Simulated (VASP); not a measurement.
# WC (I4/mmm) in VASP: further runs, part 2 of 2

VASP 6.6.1. Earlier steps stand in the parts before.

## (6) Single point, PBEsol (strain +0.080 along x and y, +0.040 along z)

Input file INCAR:

```
SYSTEM = WC
ALGO = Normal ; EDIFF = 1E-7
ENCUT = 520 ; GGA = PS
ISIF = 2 ; ISMEAR = 0
LASPH = .True. ; LCHARG = .False.
LREAL = .False. ; LWAVE = .False.
NBANDS = 16 ; NELM = 100
PREC = Accurate ; SIGMA = 0.15
```

Input file KPOINTS:

```
k-points
0
Gamma
  18 18 18
  0 0 0
```

Input file POSCAR:

```
WC
1.0
    0.0000000000      2.3680987200      2.2803913600
    2.3680987200      0.0000000000      2.2803913600
    2.3680987200      2.3680987200      0.0000000000
W C
1 1
Direct
    0.0000000000      0.0000000000      0.0000000000
    0.5000000000      0.5000000000      0.5000000000
```

Potentials or basis: VASP PAW PBE potentials, release 64 (W_sv, C).

Command:

```sh
cat potpaw_PBE.64/W_sv/POTCAR potpaw_PBE.64/C/POTCAR > POTCAR
mpirun -np 1 vasp_std > vasp.out
```

OUTCAR:

```text
SYSTEM = WC
   EDIFF = 1E-7
   ENCUT = 520
   GGA = PS
   ISIF = 2
   ISMEAR = 0
   LASPH = .True.
   LREAL = .False.
   NELM = 100
   PREC = Accurate

 ion  position               nearest neighbor table
   1  0.000  0.000  0.000-   2 2.28   2 2.28   2 2.37   2 2.37   2 2.37   2 2.37
   2  0.500  0.500  0.500-   1 2.28   1 2.28   1 2.37   1 2.37   1 2.37   1 2.37

  LATTYP: Found a body centered tetragonal cell.
 ALAT       =     3.3489973269
 C/A-ratio  =     1.3618352823

  Lattice vectors:

 A1 = (   0.0000000000,  -2.3680987200,  -2.2803913600)
 A2 = (   0.0000000000,   2.3680987200,  -2.2803913600)
 A3 = (   2.3680987200,   0.0000000000,   2.2803913600)

Analysis of symmetry for initial positions (statically):
=====================================================================
 Subroutine PRICEL returns:
 Original cell was already a primitive cell.

 Routine SETGRP: Setting up the symmetry group for a
 body centered tetragonal supercell.

 Subroutine GETGRP returns: Found 16 space group operations
 (whereof 16 operations were pure point group operations)
 out of a pool of 16 trial point group operations.

The static configuration has the point symmetry D_4h.

Analysis of symmetry for dynamics (positions and initial velocities):
=====================================================================
 Subroutine PRICEL returns:
 Original cell was already a primitive cell.

 Routine SETGRP: Setting up the symmetry group for a
 body centered tetragonal supercell.

 Subroutine GETGRP returns: Found 16 space group operations
 (whereof 16 operations were pure point group operations)
 out of a pool of 16 trial point group operations.

The dynamic configuration has the point symmetry D_4h.

 Subroutine INISYM returns: Found 16 space group operations
 (whereof 16 operations are pure point group operations),
 and found     1 'primitive' translations

----------------------------------------------------------------------------------------

[... 113 lines left out ...]
  volume/ion in A,a.u.               =      12.79        86.30
  Fermi-wavevector in a.u.,A,eV,Ry     =   1.456194  2.751808 28.851180  2.120502
  Thomas-Fermi vector in A             =   2.573141
   LORBIT       =      0    0 simple, 1 ext, 2 COOP (PROOUT), +10 PAW based schemes
   GGA     = PS    functional components
   LHFCALC =     F    Hartree Fock is set to
   AEXX    =    0.0000 exact exchange contribution
   IVDW    =     0    specifies the selected vdW correction
   LEPSILON=     F    determine dielectric tensor
   LRPA    =     F    only Hartree local field effects (RPA)
 non-spin polarized calculation
 Gauss-broadening in eV      SIGMA  =   0.15
  energy-cutoff  :      520.00
  volume of cell :       25.58
 maximum number of plane-waves:       708
   NGX = 13   NGY = 13   NGZ = 13

 number of electron      18.0000001 magnetization

 Free energy of the ion-electron system (eV)
  ---------------------------------------------------
  ext. energy  EPLUGINS =         0.00000000
  ---------------------------------------------------
  free energy    TOTEN  =       -21.99374383 eV

  energy without entropy =      -21.97946744  energy(sigma->0) =      -21.98660563

 E-fermi :   9.4479     XC(G=0): -12.7990

 val. band max:        9.4472974807   @ k =  -0.4444   0.1667   0.0000
 cond. band min:       9.4664879316   @ k =   0.2222   0.0000   0.0556
 fundamental gap:      0.0191904510
 Fermi energy:         9.4478905818

 k-point     1 :       0.0000    0.0000    0.0000
  band No.  band energies     occupation
      1     -66.0162      2.00000
      2     -30.0123      2.00000
      3     -30.0123      2.00000
      4     -30.0026      2.00000
      5      -4.6280      2.00000
      6       7.2583      2.00000
[... 433 lines left out ...]
      3     -30.0288      2.00000
      4     -30.0273      2.00000
      5      -3.4273      2.00000
      6       4.3855      2.00000
[... 8 lines left out ...]
     15      20.5036      0.00000
     16      23.2996      0.00000

 [... further k-points ...]

------------------------ aborting loop because EDIFF is reached ----------------------------------------

  FORCE on cell =-STRESS in cart. coord.  units (eV):
  Direction    XX          YY          ZZ          XY          YZ          ZX
  --------------------------------------------------------------------------------------
  -------------------------------------------------------------------------------------
  Total       -8.6150918     -8.6150918     -7.6761949      0.0000000      0.0000000     -0.0000000
  in kB     -539.6740090   -539.6740090   -480.8588218      0.0000000      0.0000000     -0.0000000
  external PRESSURE =    -520.0689466 kB  Pullay stress =       0.0000000 kB

 VOLUME and BASIS-vectors are now :
 -----------------------------------------------------------------------------
  energy-cutoff  :      520.00
  volume of cell :       25.58
      direct lattice vectors                 reciprocal lattice vectors
     0.000000000  2.368098720  2.280391360    -0.211139846  0.211139846  0.219260610
     2.368098720  0.000000000  2.280391360     0.211139846 -0.211139846  0.219260610
     2.368098720  2.368098720  0.000000000     0.211139846  0.211139846 -0.219260610

 POSITION                                       TOTAL-FORCE (eV/Angst)
 -----------------------------------------------------------------------------------
      0.00000      0.00000      0.00000         0.000000      0.000000     -0.000000
      2.36810      2.36810      2.28039         0.000000      0.000000      0.000000
 -----------------------------------------------------------------------------------
    total drift:                                0.000000     -0.000000     -0.000000

  FREE ENERGIE OF THE ION-ELECTRON SYSTEM (eV)
  ---------------------------------------------------
  free  energy   TOTEN  =       -21.9937438293 eV

  energy  without entropy=      -21.9794674406  energy(sigma->0) =      -21.98660563
```

It took 5 min on 1 thread of AMD EPYC 7R13, shared host; peak memory 0.28 GiB.

Results:

```
Free energy            : -21.9937 eV
Pressure               : -52.0 GPa
Band gap on the k mesh : zero (bands 9 and 10 overlap by 2.17 eV)
```

Caveat: the cell differs from its parent crystal (strain +0.080 along x and y, +0.040 along z); the stress differs along the axes, from -54 to -48 GPa; the PAW data sets were made with another functional, which shifts forces and pressure a little; spin-orbit coupling is left out, which moves the levels of the heavy elements.

## (7) Single point, PBEsol (strain -0.080 along x and y, -0.040 along z)

Input file INCAR:

```
SYSTEM = WC
PREC = Accurate
ENCUT = 520
EDIFF = 1E-6
ISMEAR = 0
SIGMA = 0.15
LREAL = .False.
LASPH = .True.
NELM = 100
ALGO = Normal
ISIF = 2
LWAVE = .False.
LCHARG = .False.
GGA = PS
NBANDS = 16
```

Input file KPOINTS:

```
regular mesh
0
Gamma
  18 18 18
  0 0 0
```

Input file POSCAR:

```
WC
1.0
    0.0000000000      2.0172692800      2.1049766400
    2.0172692800      0.0000000000      2.1049766400
    2.0172692800      2.0172692800      0.0000000000
W C
1 1
Direct
    0.0000000000      0.0000000000      0.0000000000
    0.5000000000      0.5000000000      0.5000000000
```

Potentials or basis: VASP PAW PBE potentials, release 64 (W_sv, C).

Command:

```sh
cat potpaw_PBE.64/W_sv/POTCAR potpaw_PBE.64/C/POTCAR > POTCAR
mpirun -np 1 vasp_std > vasp.out
```

OUTCAR:

```text
SYSTEM = WC
   PREC = Accurate
   ENCUT = 520
   EDIFF = 1E-6
   ISMEAR = 0
   LREAL = .False.
   LASPH = .True.
   NELM = 100
   ISIF = 2
   GGA = PS

 ion  position               nearest neighbor table
   1  0.000  0.000  0.000-   2 2.02   2 2.02   2 2.02   2 2.02   2 2.10   2 2.10
   2  0.500  0.500  0.500-   1 2.02   1 2.02   1 2.02   1 2.02   1 2.10   1 2.10

  LATTYP: Found a body centered tetragonal cell.
 ALAT       =     2.8528495747
 C/A-ratio  =     1.4757011086

  Lattice vectors:

 A1 = (  -2.0172692800,   0.0000000000,   2.1049766400)
 A2 = (   2.0172692800,   0.0000000000,   2.1049766400)
 A3 = (   0.0000000000,   2.0172692800,  -2.1049766400)

Analysis of symmetry for initial positions (statically):
=====================================================================
 Subroutine PRICEL returns:
 Original cell was already a primitive cell.

 Routine SETGRP: Setting up the symmetry group for a
 body centered tetragonal supercell.

 Subroutine GETGRP returns: Found 16 space group operations
 (whereof 16 operations were pure point group operations)
 out of a pool of 16 trial point group operations.

The static configuration has the point symmetry D_4h.

Analysis of symmetry for dynamics (positions and initial velocities):
=====================================================================
 Subroutine PRICEL returns:
 Original cell was already a primitive cell.

 Routine SETGRP: Setting up the symmetry group for a
 body centered tetragonal supercell.

 Subroutine GETGRP returns: Found 16 space group operations
 (whereof 16 operations were pure point group operations)
 out of a pool of 16 trial point group operations.

The dynamic configuration has the point symmetry D_4h.

 Subroutine INISYM returns: Found 16 space group operations
 (whereof 16 operations are pure point group operations),
 and found     1 'primitive' translations

----------------------------------------------------------------------------------------

                                     Primitive cell

[... 106 lines left out ...]
   EFERMI_NEDOS =   21; number of points for ismear=-14 and -15
   IALGO  =     38    algorithm
   IMIX   =      4    mixing-type and parameters
     AMIX     =   0.40;   BMIX     =  1.00
     AMIX_MAG =   1.60;   BMIX_MAG =  1.00
  volume/ion in A,a.u.               =       8.57        57.81
  Fermi-wavevector in a.u.,A,eV,Ry     =   1.664296  3.145064 37.686537  2.769882
  Thomas-Fermi vector in A             =   2.750865
   LORBIT       =      0    0 simple, 1 ext, 2 COOP (PROOUT), +10 PAW based schemes
   GGA     = PS    functional components
   LHFCALC =     F    Hartree Fock is set to
   AEXX    =    0.0000 exact exchange contribution
   IVDW    =     0    specifies the selected vdW correction
   LEPSILON=     F    determine dielectric tensor
   LRPA    =     F    only Hartree local field effects (RPA)
 non-spin polarized calculation
 Gauss-broadening in eV      SIGMA  =   0.15
  energy-cutoff  :      520.00
  volume of cell :       17.13
 maximum number of plane-waves:       479
 NGX is ok and might be reduce to    24
   NGX = 11   NGY = 11   NGZ = 11

 number of electron      18.0000001 magnetization

 Free energy of the ion-electron system (eV)
  ---------------------------------------------------
  ext. energy  EPLUGINS =         0.00000000
  ---------------------------------------------------
  free energy    TOTEN  =       -21.95032395 eV

  energy without entropy =      -21.94199561  energy(sigma->0) =      -21.94615978

 E-fermi :  15.6352     XC(G=0): -15.0247

 val. band max:       15.6263431147   @ k =  -0.2778   0.1667   0.3889
 cond. band min:      15.6409103115   @ k =   0.2778   0.0000   0.2778
 fundamental gap:      0.0145671968
 Fermi energy:        15.6352066649

 k-point     1 :       0.0000    0.0000    0.0000
  band No.  band energies     occupation
      1     -59.5993      2.00000
      2     -23.5538      2.00000
      3     -23.5538      2.00000
      4     -23.5251      2.00000
      5      -1.9672      2.00000
      6      11.5747      2.00000
[... 433 lines left out ...]
      3     -23.6480      2.00000
      4     -23.5762      2.00000
      5       0.1400      2.00000
      6       8.3092      2.00000
[... 8 lines left out ...]
     15      29.2228      0.00000
     16      34.6722      0.00000

 [... further k-points ...]
[... 5 lines left out ...]
  --------------------------------------------------------------------------------------
  -------------------------------------------------------------------------------------
  Total       13.5079026     13.5079026      7.5687087      0.0000000      0.0000000      0.0000000
  in kB     1263.2621292   1263.2621292    707.8273618      0.0000000      0.0000000      0.0000000
  external PRESSURE =    1078.1172067 kB  Pullay stress =       0.0000000 kB

 VOLUME and BASIS-vectors are now :
 -----------------------------------------------------------------------------
  energy-cutoff  :      520.00
  volume of cell :       17.13
      direct lattice vectors                 reciprocal lattice vectors
     0.000000000  2.017269280  2.104976640    -0.247859820  0.247859820  0.237532327
     2.017269280  0.000000000  2.104976640     0.247859820 -0.247859820  0.237532327
     2.017269280  2.017269280  0.000000000     0.247859820  0.247859820 -0.237532327

 POSITION                                       TOTAL-FORCE (eV/Angst)
 -----------------------------------------------------------------------------------
      0.00000      0.00000      0.00000        -0.000000      0.000000      0.000000
      2.01727      2.01727      2.10498         0.000000     -0.000000      0.000000
 -----------------------------------------------------------------------------------
    total drift:                                0.000000     -0.000000     -0.000000

  FREE ENERGIE OF THE ION-ELECTRON SYSTEM (eV)
  ---------------------------------------------------
  free  energy   TOTEN  =       -21.9503239543 eV

  energy  without entropy=      -21.9419956081  energy(sigma->0) =      -21.94615978
```

OSZICAR:

```text
N       E                     dE             d eps       ncg     rms          rms(c)
DAV:   1     0.108239292275E+03    0.10824E+03   -0.93419E+03 15480   0.129E+03
DAV:   2    -0.224495884764E+02   -0.13069E+03   -0.12602E+03 18528   0.342E+02
DAV:   3    -0.253980194370E+02   -0.29484E+01   -0.29422E+01 16688   0.487E+01
DAV:   4    -0.254093478946E+02   -0.11328E-01   -0.11328E-01 19768   0.340E+00
DAV:   5    -0.254094111888E+02   -0.63294E-04   -0.63297E-04 16752   0.237E-01    0.480E+01
DAV:   6    -0.220226580568E+02    0.33868E+01   -0.70330E+00 19240   0.272E+01    0.158E+01
DAV:   7    -0.219815942331E+02    0.41064E-01   -0.33525E-01 15640   0.465E+00    0.950E+00
DAV:   8    -0.219519424594E+02    0.29652E-01   -0.28279E-02 18312   0.128E+00    0.180E+00
DAV:   9    -0.219503133556E+02    0.16291E-02   -0.26818E-03 16744   0.380E-01    0.608E-02
DAV:  10    -0.219503285337E+02   -0.15178E-04   -0.12697E-04 18016   0.127E-01    0.833E-02
DAV:  11    -0.219503243068E+02    0.42269E-05   -0.13225E-05 18712   0.295E-02    0.101E-02
DAV:  12    -0.219503239543E+02    0.35248E-06   -0.98053E-07 10376   0.844E-03
   1 F= -.21950324E+02 E0= -.21946160E+02  d E =-.832835E-02
```

It took 3.7 min on 1 thread of AMD EPYC 7R13, shared host; peak memory 0.22 GiB.

What came out:

| Item | Value |
| --- | --- |
| Free energy | -21.9503 eV |
| Pressure | 107.8 GPa |
| Band gap on the k mesh | zero (bands 9 and 10 overlap by 4.06 eV) |

Stress tensor (GPa, compression positive):
```
126.33   0.00   0.00
  0.00 126.33   0.00
  0.00   0.00  70.78
```

Caveat: the cell differs from its parent crystal (strain -0.080 along x and y, -0.040 along z); the stress differs along the axes, from 71 to 126 GPa; the PAW data sets were made with another functional, which shifts forces and pressure a little; spin-orbit coupling is left out, which moves the levels of the heavy elements.

## (8) Overview

| cell | gap on the mesh (eV) | pressure (GPa) |
| --- | --- | --- |
| a = 3.164, b = 3.164, c = 3.101 Å, angles 60.7, 60.7, 58.7°, 2 atoms | none | -20.6 |
| a = 3.227, b = 3.227, c = 3.101 Å, angles 61.3, 61.3, 57.4°, 2 atoms | none | -28.0 |
| a = 3.164, b = 3.164, c = 3.225 Å, angles 59.4, 59.4, 61.3°, 2 atoms | none | -31.1 |
| a = 3.288, b = 3.288, c = 3.225 Å, angles 60.6, 60.6, 58.7°, 2 atoms | none | -46.6 |
| a = 3.288, b = 3.288, c = 3.349 Å, angles 59.4, 59.4, 61.2°, 2 atoms | none | -52.0 |
| a = 2.916, b = 2.916, c = 2.853 Å, angles 60.7, 60.7, 58.6°, 2 atoms | none | 107.8 |

Alike in all rows: task single point; level PBEsol; potentials or basis VASP PAW PBE potentials, release 64 (W_sv, C); no spin polarisation; k mesh 18 × 18 × 18; cutoff (eV) 520; smearing gaussian 0.15 eV.

Caveats: the PAW data sets were made with another functional, which shifts forces and pressure a little; spin-orbit coupling is left out, which moves the levels of the heavy elements; the stress differs along the axes, from -31 to -15 GPa (at least some runs); the stress differs along the axes, from -42 to -21 GPa (at least some runs); the stress differs along the axes, from -36 to -21 GPa (at least some runs); the stress differs along the axes, from -51 to -45 GPa (at least some runs); the stress differs along the axes, from -54 to -48 GPa (at least some runs).

Absolute energies hang on the potentials; compare differences alone.
